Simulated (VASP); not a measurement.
Here is a VASP 6.6.1 calculation.

Contents of INCAR:

```
PREC     = Accurate       # precision mode
ENCUT    = 600            # plane-wave cutoff, eV
EDIFF    = 1E-7           # SCF threshold, eV
ISMEAR   = -1             # smearing method
SIGMA    = 0.1            # smearing width, eV
LREAL    = False          # projectors in reciprocal space
LASPH    = True           # aspherical terms in the spheres
NELM     = 60             # most SCF steps
ALGO     = Normal         # electronic algorithm
ISIF     = 3              # what is computed and relaxed
LWAVE    = False          # write WAVECAR
LCHARG   = False          # write CHGCAR
GGA      = PE             # functional
IBRION   = 2              # ionic algorithm
NSW      = 60             # ionic steps
EDIFFG   = -0.005         # ionic threshold
```

File KPOINTS:

```
regular mesh
0
Gamma
  16 16 16
```

The input POSCAR:

```
S
1.0
   -1.6198059006      1.6198059006      1.6198059006
    1.6198059006     -1.6198059006      1.6198059006
    1.6198059006      1.6198059006     -1.6198059006
S
1
Direct
    0.0000000000      0.0000000000      0.0000000000
```

Potentials or basis: VASP PAW PBE potentials, release 64 (S).

Launch:

```bash
$ cat potpaw_PBE.64/S/POTCAR > POTCAR
$ mpirun -np 1 vasp_std > vasp.out
```

(1) What does it give for the relaxed volume?

(2) Predict the relaxed cell.

(3) Predict the space group after relaxing (to 0.05 Å).

Answers

(1) 15.75 Å³/atom.

(2) a = 2.735 Å, b = 2.735 Å, c = 2.735 Å, α = 109.47°, β = 109.47°, γ = 109.47°.

(3) Im-3m (No. 229).
